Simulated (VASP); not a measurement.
Write the native input for VASP 6.6.1 that does the following.

| Item | Value |
| --- | --- |
| Task | single point |
| Functional | PBE |
| Potentials or basis | VASP PAW PBE potentials, release 64 (Nb_sv) |
| Cutoff | 500 eV |
| k mesh | 11 × 11 × 11 |
| Occupations | gaussian, width 0.02 eV |
| Spin | no spin polarisation |
| Dipole correction | no |
| Further INCAR settings | ALGO = Normal; EDIFF = 1e-06; NBANDS = 12 |

The structure of Nb lies in POSCAR:

```
Nb
1.0
   -1.6639500000      1.6639500000      1.6639500000
    1.6639500000     -1.6639500000      1.6639500000
    1.6639500000      1.6639500000     -1.6639500000
Nb
1
Direct
    0.0000000000      0.0000000000      0.0000000000
```

One way to write it, as run:

INCAR

```
PREC = Accurate
ENCUT = 500
EDIFF = 1E-6
ISMEAR = 0
SIGMA = 0.02
LREAL = F
LASPH = T
NELM = 120
ALGO = Normal
ISIF = 2
LWAVE = F
LCHARG = F
GGA = PE
NBANDS = 12
GGA_COMPAT = F
```

KPOINTS

```
regular mesh
0
Gamma
  11 11 11
```

Potentials or basis: VASP PAW PBE potentials, release 64 (Nb_sv).

The run is started by

```console
$ cat potpaw_PBE.64/Nb_sv/POTCAR > POTCAR
$ mpirun -np 1 vasp_std > vasp.out
```

It gave:

* Pressure: -2.1 GPa

It took 7.5 s on 1 thread of Intel Xeon 6975P-C, on a shared host, peak memory 0.14 GiB.
